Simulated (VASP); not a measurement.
# Al2Ga3Sb3 (P3m1) in VASP: notebook

Al2Ga3Sb3 is run at these levels: PBE; tasks: single point, relaxation of cell and atoms.

Everything below comes from runs of VASP 6.6.1. Logs are shortened: lines on timing, memory, paths and dates and some standing lists are left out, and cuts for length are marked.

## (1) The cell of the first run

Symmetry: P3m1, No. 156, trigonal system. The conventional cell has a = 4.437 Å, b = 4.437 Å, c = 13.152 Å, α = 90.00°, β = 90.00°, γ = 120.00°. Within 3.6 Å of Al (site symmetry 3m) lie 4 Sb at 2.70 Å. Al (site symmetry 3m) has 4 Sb at 2.71 Å within 3.6 Å. Within 3.4 Å of Ga (site symmetry 3m) lie 6 Ga at 2.61 to 3.22 Å and 1 Sb at 2.74 Å. Ga (site symmetry 3m) has 6 Ga at 2.61 to 2.95 Å and 1 Sb at 2.77 Å within 3.4 Å. Within 3.8 Å of Ga (site symmetry 3m) lie 3 Sb at 2.88 Å and 6 Ga at 2.95 to 3.22 Å. Within 3.6 Å of Sb (site symmetry 3m) lie 4 Al at 2.70 to 2.71 Å. Within 3.6 Å of Sb (site symmetry 3m) lie 3 Al at 2.71 Å and 1 Ga at 2.74 Å. Sb (site symmetry 3m) has 1 Al at 2.70 Å and 4 Ga at 2.77 to 2.88 Å within 3.6 Å.

## (2) Single point, PBE

Contents of INCAR:

```
  ALGO = Normal
  EDIFF = 1E-7
  ENCUT = 520
  GGA = PE
  ISIF = 2
  ISMEAR = 0
  LASPH = True
  LCHARG = False
  LREAL = False
  LWAVE = False
  NBANDS = 40
  NELM = 80
  PREC = Accurate
  SIGMA = 0.2
```

Contents of KPOINTS:

```
k-points
0
Gamma
  4 4 2
```

Contents of POSCAR:

```
Al2Ga3Sb3
1.0
    4.4373371318      0.0000000000      0.0000000000
   -2.2186685659      3.8428466813      0.0000000000
    0.0000000000      0.0000000000     13.1517276710
Al Ga Sb
2 3 3
Direct
    0.0000000000      0.0000000000      0.1820319325
    0.3333333333      0.6666666667      0.4535649950
    0.6666666667      0.3333333333      0.7296364650
    0.0000000000      0.0000000000      0.7665110061
    0.3333333333      0.6666666667      0.8774083068
    0.3333333333      0.6666666667      0.2474803897
    0.6666666667      0.3333333333      0.5213646992
    0.0000000000      0.0000000000     -0.0229977943
```

Potentials or basis: VASP PAW PBE potentials, release 64 (Al, Ga_d, Sb).

On the command line:

```
$ cat potpaw_PBE.64/Al/POTCAR potpaw_PBE.64/Ga_d/POTCAR potpaw_PBE.64/Sb/POTCAR > POTCAR
$ mpirun -np 1 vasp_std > vasp.out
```

OUTCAR:

```text
EDIFF = 1E-7
   ENCUT = 520
   GGA = PE
   ISIF = 2
   ISMEAR = 0
   LASPH = True
   LREAL = False
   NELM = 80
   PREC = Accurate

 ion  position               nearest neighbor table
   1  0.000  0.000  0.182-   8 2.70   6 2.70   6 2.70   6 2.70
   2  0.333  0.667  0.454-   6 2.71   7 2.71   7 2.71   7 2.71
   3  0.667  0.333  0.730-   4 2.61   4 2.61   4 2.61   7 2.74
   4  0.000  0.000  0.767-   3 2.61   3 2.61   3 2.61   8 2.77
   5  0.333  0.667  0.877-   8 2.88   8 2.88   8 2.88
   6  0.333  0.667  0.247-   1 2.70   1 2.70   1 2.70   2 2.71
   7  0.667  0.333  0.521-   2 2.71   2 2.71   2 2.71   3 2.74
   8  0.000  0.000  0.977-   1 2.70   4 2.77   5 2.88   5 2.88   5 2.88

  LATTYP: Found a hexagonal cell.
 ALAT       =     4.4373371318
 C/A-ratio  =     2.9638783983

  Lattice vectors:

 A1 = (   4.4373371318,   0.0000000000,   0.0000000000)
 A2 = (  -2.2186685659,   3.8428466813,   0.0000000000)
 A3 = (   0.0000000000,   0.0000000000,  13.1517276710)

Analysis of symmetry for initial positions (statically):
=====================================================================
 Subroutine PRICEL returns:
 Original cell was already a primitive cell.

 Routine SETGRP: Setting up the symmetry group for a
 hexagonal supercell.

 Subroutine GETGRP returns: Found  6 space group operations
 (whereof  6 operations were pure point group operations)
 out of a pool of 24 trial point group operations.

The static configuration has the point symmetry C_3v.

Analysis of symmetry for dynamics (positions and initial velocities):
=====================================================================
 Subroutine PRICEL returns:
 Original cell was already a primitive cell.

 Routine SETGRP: Setting up the symmetry group for a
 hexagonal supercell.

 Subroutine GETGRP returns: Found  6 space group operations
 (whereof  6 operations were pure point group operations)
 out of a pool of 24 trial point group operations.

The dynamic configuration has the point symmetry C_3v.

 Subroutine INISYM returns: Found  6 space group operations
 (whereof  6 operations are pure point group operations),
 and found     1 'primitive' translations

----------------------------------------------------------------------------------------

                                     Primitive cell

  volume of cell :     224.2633

  direct lattice vectors                    reciprocal lattice vectors
     4.437337132  0.000000000  0.000000000     0.225360384  0.130111878  0.000000000
    -2.218668566  3.842846681  0.000000000     0.000000000  0.260223757  0.000000000
     0.000000000  0.000000000 13.151727671     0.000000000  0.000000000  0.076035638

  length of vectors
     4.437337132  4.437337132 13.151727671     0.260223757  0.260223757  0.076035638

  position of ions in fractional coordinates (direct lattice)
     0.000000000  0.000000000  0.182031933
     0.333333333  0.666666667  0.453564995
     0.666666667  0.333333333  0.729636465
     0.000000000  0.000000000  0.766511006
     0.333333333  0.666666667  0.877408307
     0.333333333  0.666666667  0.247480390
     0.666666667  0.333333333  0.521364699
     0.000000000  0.000000000  0.977002206

  ion indices of the primitive-cell ions
   primitive index   ion index
                 1           1
                 2           2
                 3           3
                 4           4
                 5           5
                 6           6
                 7           7
                 8           8

----------------------------------------------------------------------------------------

 KPOINTS: k-points

Automatic generation of k-mesh.
 Grid dimensions read from file:
 generate k-points for:    4    4    2

 Generating k-lattice:

  Cartesian coordinates                     Fractional coordinates (reciprocal lattice)
     0.056340096  0.032527970  0.000000000     0.250000000  0.000000000  0.000000000
     0.000000000  0.065055939  0.000000000     0.000000000  0.250000000  0.000000000
     0.000000000  0.000000000  0.038017819     0.000000000  0.000000000  0.500000000

  Length of vectors
     0.065055939  0.065055939  0.038017819

  Shift w.r.t. Gamma in fractional coordinates (k-lattice)
     0.000000000  0.000000000  0.000000000

 Subroutine IBZKPT returns following result:
 ===========================================

 Found      8 irreducible k-points:

 Following reciprocal coordinates:
            Coordinates               Weight
  0.000000  0.000000  0.000000      1.000000
  0.250000  0.000000  0.000000      6.000000
  0.500000  0.000000  0.000000      3.000000
  0.250000  0.250000  0.000000      6.000000
  0.000000  0.000000  0.500000      1.000000
  0.250000  0.000000  0.500000      6.000000
  0.500000  0.000000  0.500000      3.000000
  0.250000  0.250000  0.500000      6.000000
   k-points           NKPTS =      8   k-points in BZ     NKDIM =      8   number of bands    NBANDS=     40
   number of dos      NEDOS =    301   number of ions     NIONS =      8
   total plane-waves  NPLWV = 127008
   dimension x,y,z NGX =    36 NGY =   36 NGZ =   98
   dimension x,y,z NGXF=    72 NGYF=   72 NGZF=  196
   ions per type =               2   3   3
   NGX,Y,Z   is equivalent  to a cutoff of  13.49, 13.49, 12.39 a.u.
   NGXF,Y,Z  is equivalent  to a cutoff of  26.97, 26.97, 24.78 a.u.
 SYSTEM =  unknown system
   PREC   = accura    normal or accurate (medium, high low for compatibility)
   ISTART =      0    job   : 0-new  1-cont  2-samecut
   ICHARG =      2    charge: 1-file 2-atom 10-const
   ISPIN  =      1    spin polarized calculation?
   LNONCOLLINEAR =      F non collinear calculations
   LSORBIT =      F    spin-orbit coupling
   LASPH  =      T    aspherical Exc in radial PAW
   ENCUT  =  520.0 eV  38.22 Ry    6.18 a.u.   8.25  8.25 24.45*2*pi/ulx,y,z
   NELM   =     80;   NELMIN=  2; NELMDL= -5     # of ELM steps
   EDIFF  = 0.1E-06   stopping-criterion for ELM
   LREAL  =      F    real-space projection
   EDIFFG = 0.1E-05   stopping-criterion for IOM
   NSW    =      0    number of steps for IOM
   IBRION =     -1    ionic relax: 0-MD 1-quasi-New 2-CG
   NFREE  =      0    steps in history (QN), initial steepest desc. (CG)
   ISIF   =      2    stress and relaxation
   ISYM   =      2    0-nonsym 1-usesym 2-fastsym
   POTIM  = 0.5000    time-step for ionic-motion
   TEBEG  =    0.0;   TEEND  =   0.0 temperature during run
   PSTRESS=    0.0 pullay stress
   NELECT =      60.0000    total number of electrons
   NUPDOWN=      -1.0000    fix difference up-down
   EMIN   =  10.00;   EMAX   =-10.00  energy-range for DOS
   EFERMI =   0.00;   METHOD = LEGACY
   ISMEAR =     0;   SIGMA  =   0.20  broadening in eV -4-tet -1-fermi 0-gaus
   EFERMI_NEDOS =   21; number of points for ismear=-14 and -15
   IALGO  =     38    algorithm
   IMIX   =      4    mixing-type and parameters
     AMIX     =   0.40;   BMIX     =  1.00
     AMIX_MAG =   1.60;   BMIX_MAG =  1.00
  volume/ion in A,a.u.               =      28.03       189.18
  Fermi-wavevector in a.u.,A,eV,Ry     =   1.054887  1.993447 15.140372  1.112786
  Thomas-Fermi vector in A             =   2.190064
   LORBIT       =      0    0 simple, 1 ext, 2 COOP (PROOUT), +10 PAW based schemes
   GGA     = PE    functional components
   LHFCALC =     F    Hartree Fock is set to
   AEXX    =    0.0000 exact exchange contribution
   IVDW    =     0    specifies the selected vdW correction
   LEPSILON=     F    determine dielectric tensor
   LRPA    =     F    only Hartree local field effects (RPA)
 non-spin polarized calculation
 Gauss-broadening in eV      SIGMA  =   0.20
  energy-cutoff  :      520.00
  volume of cell :      224.26
 maximum number of plane-waves:      6050
 NGX is ok and might be reduce to    36
   NGX = 17   NGY = 17   NGZ = 49

 number of electron      60.0000024 magnetization

 Free energy of the ion-electron system (eV)
  ---------------------------------------------------
  ext. energy  EPLUGINS =         0.00000000
  ---------------------------------------------------
  free energy    TOTEN  =       -28.65317514 eV

  energy without entropy =      -28.62235159  energy(sigma->0) =      -28.63776336

 E-fermi :   4.6001     XC(G=0):  -8.9348

 val. band max:        4.5844016488   @ k =   0.5000   0.0000   0.5000
 cond. band min:       4.6948299293   @ k =   0.5000   0.0000   0.0000
 fundamental gap:      0.1104282804
 Fermi energy:         4.6001004533

 k-point     1 :       0.0000    0.0000    0.0000
  band No.  band energies     occupation
      1     -10.4618      2.00000
      2     -10.4553      2.00000
      3     -10.4553      2.00000
      4     -10.4248      2.00000
      5     -10.4248      2.00000
      6     -10.2762      2.00000
[... 32 lines left out ...]
     39       7.7478      0.00000
     40       7.8592      0.00000

 k-point     2 :       0.2500    0.0000    0.0000
  band No.  band energies     occupation
      1     -10.5002      2.00000
      2     -10.5002      2.00000
      3     -10.4724      2.00000
      4     -10.4021      2.00000
      5     -10.3817      2.00000
      6     -10.3023      2.00000
[... 32 lines left out ...]
     39       8.9097      0.00000
     40       8.9966      0.00000

 k-point     3 :       0.5000    0.0000    0.0000
  band No.  band energies     occupation
      1     -10.5261      2.00000
      2     -10.5232      2.00000
      3     -10.4762      2.00000
      4     -10.4032      2.00000
      5     -10.3647      2.00000
      6     -10.3147      2.00000
[... 32 lines left out ...]
     39       9.4743      0.00000
     40      10.0348      0.00000

 k-point     4 :       0.2500    0.2500    0.0000
  band No.  band energies     occupation
      1     -10.5581      2.00000
      2     -10.4911      2.00000
      3     -10.4726      2.00000
      4     -10.4052      2.00000
      5     -10.3347      2.00000
      6     -10.3257      2.00000
[... 32 lines left out ...]
     39       8.6530      0.00000
     40       8.7751      0.00000

 k-point     5 :       0.0000    0.0000    0.5000
  band No.  band energies     occupation
      1     -10.4618      2.00000
      2     -10.4553      2.00000
      3     -10.4553      2.00000
      4     -10.4248      2.00000
      5     -10.4248      2.00000
      6     -10.2762      2.00000
[... 32 lines left out ...]
     39       7.6240      0.00000
     40       7.9634      0.00000

 k-point     6 :       0.2500    0.0000    0.5000
  band No.  band energies     occupation
      1     -10.5002      2.00000
      2     -10.5002      2.00000
      3     -10.4724      2.00000
      4     -10.4021      2.00000
      5     -10.3817      2.00000
      6     -10.3023      2.00000
[... 32 lines left out ...]
     39       8.6841      0.00000
     40       8.8045      0.00000

 k-point     7 :       0.5000    0.0000    0.5000
  band No.  band energies     occupation
      1     -10.5261      2.00000
      2     -10.5232      2.00000
      3     -10.4762      2.00000
      4     -10.4032      2.00000
      5     -10.3647      2.00000
      6     -10.3147      2.00000
[... 32 lines left out ...]
     39       8.7264      0.00000
     40       9.0863      0.00000

 k-point     8 :       0.2500    0.2500    0.5000
  band No.  band energies     occupation
      1     -10.5581      2.00000
      2     -10.4911      2.00000
      3     -10.4726      2.00000
      4     -10.4052      2.00000
      5     -10.3347      2.00000
      6     -10.3257      2.00000
[... 32 lines left out ...]
     39       8.8012      0.00000
     40       9.0720      0.00000

------------------------ aborting loop because EDIFF is reached ----------------------------------------

  FORCE on cell =-STRESS in cart. coord.  units (eV):
  Direction    XX          YY          ZZ          XY          YZ          ZX
  --------------------------------------------------------------------------------------
  -------------------------------------------------------------------------------------
  Total        0.1703893      0.1703893      0.0123543      0.0000000      0.0000000      0.0000000
  in kB        1.2172914      1.2172914      0.0882611      0.0000000      0.0000000      0.0000000
  external PRESSURE =       0.8409479 kB  Pullay stress =       0.0000000 kB

 VOLUME and BASIS-vectors are now :
 -----------------------------------------------------------------------------
  energy-cutoff  :      520.00
  volume of cell :      224.26
      direct lattice vectors                 reciprocal lattice vectors
     4.437337132  0.000000000  0.000000000     0.225360384  0.130111878  0.000000000
    -2.218668566  3.842846681  0.000000000     0.000000000  0.260223757  0.000000000
     0.000000000  0.000000000 13.151727671     0.000000000  0.000000000  0.076035638

 POSITION                                       TOTAL-FORCE (eV/Angst)
 -----------------------------------------------------------------------------------
      0.00000      0.00000      2.39403         0.000000     -0.000000      0.018296
     -0.00000      2.56190      5.96516        -0.000000      0.000000     -0.031210
      2.21867      1.28095      9.59598         0.000000     -0.000000      0.032486
      0.00000      0.00000     10.08094        -0.000000     -0.000000      0.011911
     -0.00000      2.56190     11.53944        -0.000000      0.000000     -0.010360
     -0.00000      2.56190      3.25479        -0.000000     -0.000000     -0.011566
      2.21867      1.28095      6.85685        -0.000000     -0.000000      0.006882
      0.00000      0.00000     12.84927         0.000000     -0.000000     -0.016439
 -----------------------------------------------------------------------------------
    total drift:                               -0.000001      0.000001      0.000451

  FREE ENERGIE OF THE ION-ELECTRON SYSTEM (eV)
  ---------------------------------------------------
  free  energy   TOTEN  =       -28.6531751352 eV

  energy  without entropy=      -28.6223515908  energy(sigma->0) =      -28.63776336
```

It took 2.2 min on 1 thread of Intel Xeon Platinum 8259CL at 2.50GHz (Skylake/Cascade Lake), shared host; peak memory 0.37 GiB.

Results:

```yaml
Free_energy: -28.6532 eV
Pressure: 0.1 GPa
Largest_force: 0.032 eV/Å
Band_gap_on_the_k_mesh: zero (bands 30 and 31 overlap by 0.70 eV)
```

Forces on the atoms (eV/Å):
```
Al   0.000  0.000  0.018
Al   0.000  0.000 -0.031
Ga   0.000  0.000  0.032
Ga   0.000  0.000  0.012
Ga   0.000  0.000 -0.010
Sb   0.000  0.000 -0.012
Sb   0.000  0.000  0.007
Sb   0.000  0.000 -0.016
```

Levels at points of the mesh, in eV from the Fermi level:
```csv
k point,band 28,band 29,band 30,band 31,band 32,band 33
"(0.00, 0.00, 0.00)",-0.53,-0.53,0.69,0.82,0.82,0.98
"(0.50, 0.00, 0.00)",-1.82,-1.18,-0.93,0.09,0.57,1.12
"(0.00, 0.00, 0.50)",-0.65,-0.51,0.15,0.78,0.88,0.88
"(0.50, 0.00, 0.50)",-1.95,-1.59,-0.97,-0.02,0.96,1.07
```

Caveat: the k points lie up to 0.41 Å⁻¹ apart, too coarse for converged energies and pressures of a metal; semilocal functionals underestimate gaps, so a narrow gap can read as zero; spin-orbit coupling is left out, which moves the levels of the heavy elements.

(Continued in part 2 of 2.)
